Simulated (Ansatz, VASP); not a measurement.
**One calculation of MoS2, two programs**

File INCAR:

```
SYSTEM = MoS2
PREC = Accurate
ENCUT = 520
EDIFF = 1E-6
ISMEAR = 0
SIGMA = 0.15
LREAL = .False.
LASPH = .True.
NELM = 60
ALGO = Normal
ISIF = 2
LWAVE = .False.
LCHARG = .False.
GGA = PS
NBANDS = 49
```

The input KPOINTS:

```
Automatic mesh
0
Gamma
  17 17 3
  0 0 0
```

File POSCAR:

```
MoS2
1.0
   -1.5602034497     -2.7023516451      0.0000000000
    1.5602034497     -2.7023516451      0.0000000000
    0.0000000000      0.0000000000     18.5080752127
Mo S
3 6
Direct
    0.3333333333      0.3333333333      0.1644318386
    0.6666666667      0.6666666667      0.4932626328
    0.0000000000      1.0000000000      0.8220934270
    1.0000000000      1.0000000000      0.5797681338
    0.3333333333      0.3333333333      0.9085989280
    0.6666666667      0.6666666667      0.2509373396
    1.0000000000      1.0000000000      0.0779263376
    0.3333333333      0.3333333333      0.4067571318
    0.6666666667      0.6666666667      0.7355879260
```

Input for Ansatz:

```yaml
crystal:
  lattice:
    - [-1.5602034497, -2.7023516451, 0.0]
    - [1.5602034497, -2.7023516451, 0.0]
    - [0.0, 0.0, 18.5080752127]
  atoms:
    - { symbol: Mo, position: [0.3333333333, 0.3333333333, 0.1644318386] }
    - { symbol: Mo, position: [0.6666666667, 0.6666666667, 0.4932626328] }
    - { symbol: Mo, position: [0.0, 1.0, 0.822093427] }
    - { symbol: S, position: [1.0, 1.0, 0.5797681338] }
    - { symbol: S, position: [0.3333333333, 0.3333333333, 0.908598928] }
    - { symbol: S, position: [0.6666666667, 0.6666666667, 0.2509373396] }
    - { symbol: S, position: [1.0, 1.0, 0.0779263376] }
    - { symbol: S, position: [0.3333333333, 0.3333333333, 0.4067571318] }
    - { symbol: S, position: [0.6666666667, 0.6666666667, 0.735587926] }
basis:
  ecutwfc: 420
kpoints:
  mp_grid: { grid: [17, 17, 3] }
hamiltonian:
  xc: pbesol
scf:
  occupations: { method: gaussian, width: 0.15 }
output:
  forces: true
  stress: true
  eigenvalues: true
```

Alike in both runs: task single point; functional PBEsol; k mesh 17 × 17 × 3; occupations gaussian, width 0.15 eV; no spin polarisation.

|  | VASP | Ansatz |
| --- | --- | --- |
| version | VASP 6.6.1 | Ansatz 0.2.0 |
| potentials or method | VASP PAW PBE potentials, release 64 (Mo_sv, S), cutoff 520 eV | scalar-relativistic, plane waves, PAW |
| valence electrons in the cell | 78 | 78 |

VASP gave:

* gap on the k mesh at the Fermi level (eV): none
* pressure (GPa): -0.1
* traceless stress, the component that is largest in VASP (GPa): -0.16
* rms of the force components (eV/Å): 0.012

Q: Which values does Ansatz return?

A: gap on the k mesh at the Fermi level (eV): none; pressure (GPa): -0.1; traceless stress, the component that is largest in VASP (GPa): -0.15; rms of the force components (eV/Å): 0.011.

VASP's potentials were made for PBE, not for PBEsol. Atom by atom the forces differ by 0.001 eV/Å (rms over components). A gap of «none» marks a metal or a gap that the smearing closes.
